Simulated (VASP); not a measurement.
Write the native input for VASP 6.6.1 that does the following.

| Quantity | Value |
| --- | --- |
| Task | relaxation of cell and atoms |
| Functional | PBE |
| Potentials or basis | VASP PAW PBE potentials, release 64 (Ag) |
| Cutoff | 600 eV |
| k mesh | 9 × 9 × 9 |
| Occupations | gaussian, width 0.1 eV |
| Spin | no spin polarisation |
| Dipole correction | no |
| Further INCAR settings | ALGO = Normal; EDIFF = 1e-06; IBRION = 2; EDIFFG = -0.01; NSW = 100; ISIF = 3 |

The structure of Ag lies in POSCAR:

```
Ag
1.0
    3.6653845581      2.1162107613      2.4116062107
   -3.6653845581      2.1162107613      2.4116062107
    0.0000000000     -4.2324215226      2.4116062107
Ag
5
Direct
    0.1398042452      0.1398042452      0.1398042452
    0.2055534101      0.5866023623      0.5866023623
    0.5866023623      0.5866023623      0.2055534101
    0.5866023623      0.2055534101      0.5866023623
    0.7731042866      0.7731042866      0.7731042866
```

The input as run:

INCAR

```
SYSTEM = Ag
ALGO = Normal
EDIFF = 1E-6
EDIFFG = -0.01
ENCUT = 600
GGA = PE
IBRION = 2
ISIF = 3
ISMEAR = 0
LASPH = .True.
LCHARG = .False.
LREAL = .False.
LWAVE = .False.
NELM = 100
NSW = 100
PREC = Accurate
SIGMA = 0.1
```

KPOINTS

```
k-points
0
Gamma
  9 9 9
  0 0 0
```

Potentials or basis: VASP PAW PBE potentials, release 64 (Ag).

The run is started by

```bash
$ cat potpaw_PBE.64/Ag/POTCAR > POTCAR
$ mpirun -np 1 vasp_std > vasp.out
```

It gave:

* Relaxed volume: 22.52 Å³/atom
* Relaxed cell: a = 4.883 Å, b = 4.883 Å, c = 4.883 Å, α = 98.07°, β = 98.07°, γ = 98.07°
* Space group after relaxing (to 0.05 Å): R3m (No. 160)
* Energy gained by relaxing: 0.8 meV/atom
* Ionic steps: 6
* Pressure after relaxing: 0.0 GPa
* Largest force after relaxing: 0.005 eV/Å

Wall time 9 min on 1 thread of Intel(R) Xeon(R) 6975P-C (Granite Rapids) (shared host), peak memory 0.44 GiB.
